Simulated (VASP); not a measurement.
A run of VASP 6.6.1:

The input INCAR:

```
ALGO = Normal
EDIFF = 1E-6
ENCUT = 520
GGA = PS
ISIF = 2
ISMEAR = -1
LASPH = T
LCHARG = T
LELF = T
LREAL = F
LVHAR = T
LWAVE = F
NBANDS = 7
NELM = 80
PREC = Accurate
SIGMA = 0.08
```

File KPOINTS:

```
k-points
0
Gamma
  22 22 22
```

The input POSCAR:

```
Be
1.0
   -1.2095260152      1.2095260152      1.2095260152
    1.2095260152     -1.2095260152      1.2095260152
    1.2095260152      1.2095260152     -1.2095260152
Be
1
Direct
    0.0000000000      0.0000000000      0.0000000000
```

Potentials or basis: VASP PAW PBE potentials, release 64 (Be).

Launch:

```console
$ cat potpaw_PBE.64/Be/POTCAR > POTCAR
$ mpirun -np 1 vasp_std > vasp.out
```

Hardware: 1 thread of Intel Xeon 8259CL (shared host).

**Question.** Estimate the wall time of this run.

**Answer.** Wall time 9.5 s on 1 thread of Intel Xeon 8259CL (shared host), peak memory 0.12 GiB. Counts: scf iterations 9, k points 328.
